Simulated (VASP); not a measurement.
ZnO:

```
Zn O
1.0
     0.00000    2.16507    2.16507
     2.16507    0.00000    2.16507
     2.16507    2.16507    0.00000
Zn O
1 1
Cartesian
  0.0000 0.0000 0.0000
  2.1651 2.1651 2.1651
```

```yaml
Program: VASP 6.6.1
Task: relaxation of cell and atoms
Functional: LDA
Potentials_or_basis: VASP PAW LDA potentials, release 64 (Zn, O)
Cutoff: 600 eV
k_mesh: 10 × 10 × 10
Occupations: fermi-dirac, width 0.02 eV
Spin: no spin polarisation
```

At the start: pressure -13.3 GPa; volume 10.15 Å³/atom.

Question: Where does the relaxation end?

Answer: Over 6 steps the energy falls by 33.3 meV/atom and the volume is 9.40 Å³/atom (-7.4 %); space group Fm-3m (No. 225, to 0.05 Å).

The path:
```
step  energy change (eV)  largest force (eV/Å)  pressure (GPa)  volume (Å³)
   1              0.0000                0.0000          -13.32        20.30
   2             -0.0368                0.0000           11.22        17.92
   3             -0.0666                0.0000           -0.12        18.81
   4             -0.0665                0.0000            0.27        18.78
   5             -0.0666                0.0000           -0.23        18.82
   6             -0.0666                0.0000            0.00        18.81
```

Final structure:
```
Zn O
1.0
     0.00000    2.11064    2.11064
     2.11064    0.00000    2.11064
     2.11064    2.11064    0.00000
Zn O
1 1
Direct
  0.00000 0.00000 0.00000
  0.50000 0.50000 0.50000
```
